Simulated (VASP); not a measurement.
# NaTi12 (a cell with a defect) in VASP: a series of runs, part 2 of 2

VASP 6.6.1. The steps go on from the part before.

## 3. Single point, PBE

Input file INCAR:

```
PREC     = Accurate       # precision mode
ENCUT    = 520            # plane-wave cutoff, eV
EDIFF    = 1E-6           # SCF threshold, eV
ISMEAR   = -1             # smearing method
SIGMA    = 0.15           # smearing width, eV
LREAL    = False          # projectors in reciprocal space
LASPH    = True           # aspherical terms in the spheres
NELM     = 100            # most SCF steps
ALGO     = Normal         # electronic algorithm
ISIF     = 2              # what is computed and relaxed
LWAVE    = False          # write WAVECAR
LCHARG   = False          # write CHGCAR
GGA      = PE             # functional
NBANDS   = 88             # bands
```

Input file KPOINTS:

```
Automatic mesh
0
Gamma
  2 2 2
```

Input file POSCAR:

```
NaTi12
1.0
    5.9000000000      0.0000000000      0.0000000000
   -4.4250000000      7.6643250000      0.0000000000
    0.0000000000      0.0000000000      4.6846000000
Ti Na
12 1
Direct
    0.0233250190     -0.0040186187      0.0726209281
    0.3540020634      0.2316185705      0.3388549716
    0.3403304099      0.4427004335      0.0022200401
    0.2391402712      0.5253169718      0.5069589720
   -0.1509204059      0.6908631876      0.1873372326
    0.1653963766      0.9186979936      0.6817871323
    0.5272977061     -0.0097725501      0.1822354096
    0.8508623553      0.3651724059      0.1266490202
    0.5548128159      0.1830950540     -0.2431157409
    0.7463549458      0.5585749560      0.6632796824
    0.3627834376      0.7351462784      0.1209708406
    0.6627315175      0.8354160347      0.5829526534
    0.9839063556      0.1801463273      0.6537591256
```

Potentials or basis: VASP PAW PBE potentials, release 64 (Ti_sv, Na_pv).

Command:

```bash
cat potpaw_PBE.64/Ti_sv/POTCAR potpaw_PBE.64/Na_pv/POTCAR > POTCAR
mpirun -np 1 vasp_std > vasp.out
```

OUTCAR:

```text
PREC = Accurate
   ENCUT = 520
   EDIFF = 1E-6
   ISMEAR = -1
   LREAL = False
   LASPH = True
   NELM = 100
   ISIF = 2
   GGA = PE

 ion  position               nearest neighbor table
   1  0.023  0.996  0.073-   6 2.26   2 2.38   5 2.42  13 2.63
   2  0.354  0.232  0.339-   1 2.38   9 2.44   3 2.48  13 2.48   8 2.74   7 2.89   6 2.90
   3  0.340  0.443  0.002-   2 2.48  11 2.59   4 2.59  10 2.62   4 2.63   8 2.68  13 2.76   5 2.83

   4  0.239  0.525  0.507-  11 2.43   3 2.59   3 2.63  12 2.65   8 2.68  13 2.73
   5  0.849  0.691  0.187-   1 2.42  10 2.45  10 2.66  12 2.77   3 2.83  11 2.87   8 2.90
   6  0.165  0.919  0.682-   1 2.26   9 2.35  12 2.71  10 2.90   2 2.90
   7  0.527  0.990  0.182-  11 1.98   9 2.58  12 2.67   2 2.89   8 2.90
   8  0.851  0.365  0.127-   9 2.42   3 2.68   4 2.68   2 2.74   7 2.90   5 2.90
   9  0.555  0.183  0.757-   6 2.35   8 2.42   2 2.44   7 2.58  13 2.59
  10  0.746  0.559  0.663-   5 2.45   3 2.62   5 2.66  12 2.76   6 2.90
  11  0.363  0.735  0.121-   7 1.98   4 2.43   3 2.59  12 2.65   5 2.87
  12  0.663  0.835  0.583-  11 2.65   4 2.65   7 2.67  13 2.69   6 2.71  10 2.76   5 2.77
  13  0.984  0.180  0.654-   2 2.48   9 2.59   1 2.63  12 2.69   4 2.73   3 2.76

  LATTYP: Found a simple monoclinic cell.
 ALAT       =     5.9000000000
 B/A-ratio  =     0.7940000000
 C/A-ratio  =     1.3228756849
 COS(beta)  =    -0.1889822323

  Lattice vectors:

 A1 = (   5.9000000000,   0.0000000000,   0.0000000000)
 A2 = (   0.0000000000,   0.0000000000,   4.6846000000)
 A3 = (  -1.4750000000,  -7.6643250000,   0.0000000000)

Analysis of symmetry for initial positions (statically):
=====================================================================
 Subroutine PRICEL returns:
 Original cell was already a primitive cell.

 Routine SETGRP: Setting up the symmetry group for a
 simple monoclinic supercell.

 Subroutine GETGRP returns: Found  1 space group operations
 (whereof  1 operations were pure point group operations)
 out of a pool of  4 trial point group operations.

[... 151 lines left out ...]
  energy-cutoff  :      520.00
  volume of cell :      211.84
 maximum number of plane-waves:      5724
 NGX is ok and might be reduce to    48
   NGX = 21   NGY = 33   NGZ = 17

 number of electron     151.0000001 magnetization

 Free energy of the ion-electron system (eV)
  ---------------------------------------------------
  ext. energy  EPLUGINS =         0.00000000
  ---------------------------------------------------
  free energy    TOTEN  =       -87.63132652 eV

  energy without entropy =      -86.40567692  energy(sigma->0) =      -87.01850172

 E-fermi :   8.3134     XC(G=0): -11.5140

 val. band max:        8.3129181909   @ k =   0.5000   0.0000   0.0000
 cond. band min:       8.3378609069   @ k =   0.5000   0.5000   0.5000
 fundamental gap:      0.0249427161
 Fermi energy:         8.3134215967

 k-point     1 :       0.0000    0.0000    0.0000
  band No.  band energies     occupation
      1     -48.3002      2.00000
      2     -48.2240      2.00000
      3     -48.1726      2.00000
      4     -48.1100      2.00000
      5     -48.0862      2.00000
      6     -48.0513      2.00000
[... 709 lines left out ...]
     86       9.4226      0.00123
     87       9.5644      0.00048
 [bands above 87 left out]

------------------------ aborting loop because EDIFF is reached ----------------------------------------

  FORCE on cell =-STRESS in cart. coord.  units (eV):
  Direction    XX          YY          ZZ          XY          YZ          ZX
  --------------------------------------------------------------------------------------
  -------------------------------------------------------------------------------------
  Total        8.1777628     24.7030020     18.5274914      1.1483375     -0.0911391      2.2329216
  in kB       61.8509897    186.8365666    140.1292393      8.6852374     -0.6893135     16.8882874
  external PRESSURE =     129.6055985 kB  Pullay stress =       0.0000000 kB

 VOLUME and BASIS-vectors are now :
 -----------------------------------------------------------------------------
  energy-cutoff  :      520.00
  volume of cell :      211.84
      direct lattice vectors                 reciprocal lattice vectors
     5.900000000  0.000000000  0.000000000     0.169491525  0.097855976  0.000000000
    -4.425000000  7.664325000  0.000000000     0.000000000  0.130474634  0.000000000
     0.000000000  0.000000000  4.684600000     0.000000000  0.000000000  0.213465397

 POSITION                                       TOTAL-FORCE (eV/Angst)
 -----------------------------------------------------------------------------------
     -4.26960      7.63353      0.34020        -1.297483      0.789040      1.027472
      1.06370      1.77520      1.58740         0.991461      0.606544      0.285505
      0.04900      3.39300      0.01040         1.215488     -0.350525     -0.331450
     -0.91360      4.02620      2.37490        -0.788376      0.194375      1.106109
      1.95250      5.29500      0.87760         0.062547     -0.674535      0.175585
     -3.08940      7.04120      3.19390         1.731825     -2.588076     -2.618093
     -1.27070      7.58942      0.85370        -0.893203      3.564992      0.235305
      3.40420      2.79880      0.59330        -0.174870      0.633733      0.491448
      2.46320      1.40330      3.54570        -0.461082      1.518870      0.163149
      1.93180      4.28110      3.10720         0.794997     -1.073368     -0.102438
     -1.11260      5.63440      0.56670        -0.624080     -2.669087     -1.608374
      0.21340      6.40290      2.73090         0.087008     -0.083346      1.437860
      5.00790      1.38070      3.06260        -0.644232      0.131383     -0.262079
 -----------------------------------------------------------------------------------
    total drift:                                0.000536      0.000116      0.000142

  FREE ENERGIE OF THE ION-ELECTRON SYSTEM (eV)
  ---------------------------------------------------
  free  energy   TOTEN  =       -87.6313265173 eV

  energy  without entropy=      -86.4056769239  energy(sigma->0) =      -87.01850172
```

OSZICAR:

```text
N       E                     dE             d eps       ncg     rms          rms(c)
DAV:   1     0.228891072112E+04    0.22889E+04   -0.73966E+04  1408   0.218E+03
DAV:   2     0.236401752051E+03   -0.20525E+04   -0.20222E+04  1408   0.699E+02
[... 15 lines left out ...]
DAV:  18    -0.876313649789E+02   -0.12165E-03   -0.18872E-03  2176   0.316E-01    0.863E-02
DAV:  19    -0.876313239318E+02    0.41047E-04   -0.75478E-04  1888   0.218E-01    0.393E-02
DAV:  20    -0.876313282059E+02   -0.42741E-05   -0.18019E-04  2008   0.100E-01    0.303E-02
DAV:  21    -0.876313301751E+02   -0.19692E-05   -0.62695E-05  1936   0.572E-02    0.173E-02
DAV:  22    -0.876313276813E+02    0.24938E-05   -0.37790E-05  1848   0.477E-02    0.100E-02
DAV:  23    -0.876313262712E+02    0.14101E-05   -0.96542E-06  1544   0.221E-02    0.389E-03
DAV:  24    -0.876313265173E+02   -0.24615E-06   -0.26216E-06  1032   0.125E-02
   1 F= -.87631327E+02 E0= -.87018502E+02  d E =-.122565E+01
```

stdout:

```text
POSCAR found type information on POSCAR TiNa
 POSCAR found :  2 types and      13 ions
 scaLAPACK will be used
 LDA part: xc-table for (Slater+PW92), standard interpolation
 POSCAR, INCAR and KPOINTS ok, starting setup
 FFT: planning ... GRIDC
 FFT: planning ... GRID_SOFT
 FFT: planning ... GRID
 WAVECAR not read
 entering main loop
```

It took 4.5 min on 1 thread of AMD EPYC 7R13 (Zen 3), shared host; peak memory 0.36 GiB.

Results:

```yaml
Free_energy: -87.6313 eV
Pressure: 13.0 GPa
Largest_force: 4.068 eV/Å
Band_gap_on_the_k_mesh: zero (an odd number of electrons rules out a gap without spin polarisation)
```

Forces in eV/Å, atoms in the order of the input:
```
Ti  -1.297  0.789  1.027
Ti   0.991  0.607  0.286
Ti   1.215 -0.351 -0.331
Ti  -0.788  0.194  1.106
Ti   0.063 -0.675  0.176
Ti   1.732 -2.588 -2.618
Ti  -0.893  3.565  0.235
Ti  -0.175  0.634  0.491
Ti  -0.461  1.519  0.163
Ti   0.795 -1.073 -0.102
Ti  -0.624 -2.669 -1.608
Ti   0.087 -0.083  1.438
Na  -0.644  0.131 -0.262
```

Stress tensor (GPa, compression positive):
```
 6.19  0.87  1.69
 0.87 18.68 -0.07
 1.69 -0.07 14.01
```

Caveat: the k points lie up to 0.67 Å⁻¹ apart, too coarse for converged energies and pressures of a metal; atoms lie so close that the PAW spheres overlap strongly, which falsifies energies and pressures; the atoms stand as in a frame of molecular dynamics.

## 4. Single point, PBE

Input file INCAR:

```
PREC = Accurate
ENCUT = 520
EDIFF = 1E-6
ISMEAR = -1
SIGMA = 0.15
LREAL = False
LASPH = True
NELM = 60
ALGO = Normal
ISIF = 2
LWAVE = False
LCHARG = False
GGA = PE
NBANDS = 88
```

Input file KPOINTS:

```
regular mesh
0
Gamma
  2 2 2
```

Input file POSCAR:

```
NaTi12
1.0
    5.9000000000      0.0000000000      0.0000000000
   -4.4250000000      7.6643250000      0.0000000000
    0.0000000000      0.0000000000      4.6846000000
Ti Na
12 1
Direct
    0.0430846414      0.0456269795      0.1698117235
    0.4613628058      0.3260430632      0.3540537079
    0.3203723694      0.4125868880     -0.0600478162
    0.3681992066      0.5704351003      0.4851001153
   -0.3017351923      0.7039236984      0.1795457456
    0.2294391531      0.8301448595      0.5117405968
    0.4871417382     -0.0124211852      0.1751910515
    0.9132279520      0.3884621281      0.1821500235
    0.4295205726      0.1545472041     -0.1898988174
    0.8683214174      0.5239991780      0.6610382957
    0.2139450967      0.7139832927      0.0030098621
    0.6976867277      0.8251868234      0.7491781582
    0.8704140235      0.1598966641      0.6576655424
```

Command:

```bash
cat potpaw_PBE.64/Ti_sv/POTCAR potpaw_PBE.64/Na_pv/POTCAR > POTCAR
mpirun -np 1 vasp_std > vasp.out
```

Run time: 4.5 min. Hardware: 1 thread of AMD EPYC 7R13 (Zen 3), shared host; peak memory 0.36 GiB.

It converged, with:

* Free energy: -87.5546 eV
* Pressure: 14.6 GPa
* Largest force: 2.896 eV/Å
* Band gap on the k mesh: zero (an odd number of electrons rules out a gap without spin polarisation)

Forces on the atoms (eV/Å):
```
Ti   0.274 -0.718  0.436
Ti   0.792 -1.313 -0.098
Ti  -0.314 -0.025 -0.951
Ti  -1.597 -0.611  0.535
Ti   1.698  0.177  0.282
Ti  -1.332  0.195  1.853
Ti   1.879  2.175  0.362
Ti  -0.308 -0.470  0.047
Ti  -0.470  0.438 -0.999
Ti  -1.419 -0.101  0.371
Ti  -0.572 -1.490 -0.032
Ti   1.060  1.171 -1.391
Na   0.310  0.572 -0.414
```

Stress tensor (GPa, compression positive):
```
 6.52  5.88 -0.54
 5.88 16.05 -1.72
-0.54 -1.72 21.31
```

Levels at points of the mesh, in eV from the Fermi level:
```tsv
k point	band 71	band 72	band 73	band 74	band 75	band 76	band 77	band 78	band 79	band 80
(0.00, 0.00, 0.00)	-0.56	-0.44	-0.30	-0.15	-0.07	0.04	0.16	0.23	0.41	0.45
(0.50, 0.00, 0.00)	-0.40	-0.38	-0.30	-0.09	-0.08	0.07	0.12	0.19	0.37	0.48
(0.00, 0.50, 0.00)	-0.56	-0.36	-0.25	-0.14	0.02	0.05	0.19	0.26	0.29	0.42
(0.50, 0.50, 0.00)	-0.52	-0.39	-0.29	-0.17	-0.16	0.09	0.14	0.25	0.33	0.40
(0.00, 0.00, 0.50)	-0.51	-0.44	-0.28	-0.26	-0.10	-0.04	0.09	0.26	0.29	0.45
(0.50, 0.00, 0.50)	-0.64	-0.52	-0.41	-0.34	-0.20	-0.17	0.00	0.10	0.25	0.41
(0.00, 0.50, 0.50)	-0.57	-0.51	-0.36	-0.30	-0.25	-0.02	0.13	0.20	0.43	0.51
(0.50, 0.50, 0.50)	-0.58	-0.49	-0.43	-0.25	-0.17	-0.08	0.11	0.18	0.26	0.42
```

Caveat: the k points lie up to 0.67 Å⁻¹ apart, too coarse for converged energies and pressures of a metal; the atoms stand as in a frame of molecular dynamics.

## 5. The runs side by side

```csv
cell,gap on the mesh (eV),pressure (GPa),largest force (eV/Å)
"as given, atomic positions A",none,11.8,2.93
"as given, atomic positions B",none,13.0,4.07
"as given, atomic positions C",none,14.6,2.90
```

Alike in all rows: task single point; level PBE; potentials or basis VASP PAW PBE potentials, release 64 (Ti_sv, Na_pv); no spin polarisation; k mesh 2 × 2 × 2; cutoff (eV) 520; smearing fermi-dirac 0.15 eV.

Caveats: all runs use coarse meshes; the atoms stand as in a frame of molecular dynamics; atoms lie so close that the PAW spheres overlap strongly, which falsifies energies and pressures (at least some runs).

Absolute energies hang on the potentials; compare differences alone.
